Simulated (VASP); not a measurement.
A run of VASP 6.6.1 is set up as follows.

INCAR

```
ALGO = Normal ; EDIFF = 1E-6
ENCUT = 500 ; GGA = CA
GGA_COMPAT = F ; ISIF = 2
ISMEAR = 1 ; LASPH = T
LCHARG = F ; LREAL = F
LWAVE = F ; NBANDS = 14
NELM = 120 ; PREC = Accurate
SIGMA = 0.1
```

KPOINTS

```
k-points
0
Gamma
  9 9 9
```

POSCAR

```
AlAu
1.0
    3.2974772857      0.0000000000      0.0000000000
    0.0000000000      3.2974772857      0.0000000000
    0.0000000000      0.0000000000      3.2974772857
Al Au
1 1
Direct
    0.0000000000      0.0000000000      0.0000000000
    0.5000000000      0.5000000000      0.5000000000
```

Potentials or basis: VASP PAW LDA potentials, release 64 (Al, Au).

Run with:

```bash
$ cat potpaw_LDA.64/Al/POTCAR potpaw_LDA.64/Au/POTCAR > POTCAR
$ mpirun -np 1 vasp_std > vasp.out
```

**Question.** What does it give for the band gap on the k mesh?

**Answer.** Zero (band 7 reaches 11.20 eV, above the bottom of band 8 at 7.57 eV).

**Question.** Estimate the pressure.

**Answer.** -12.3 GPa.

Caveat: spin-orbit coupling is left out, which moves the levels of the heavy elements.
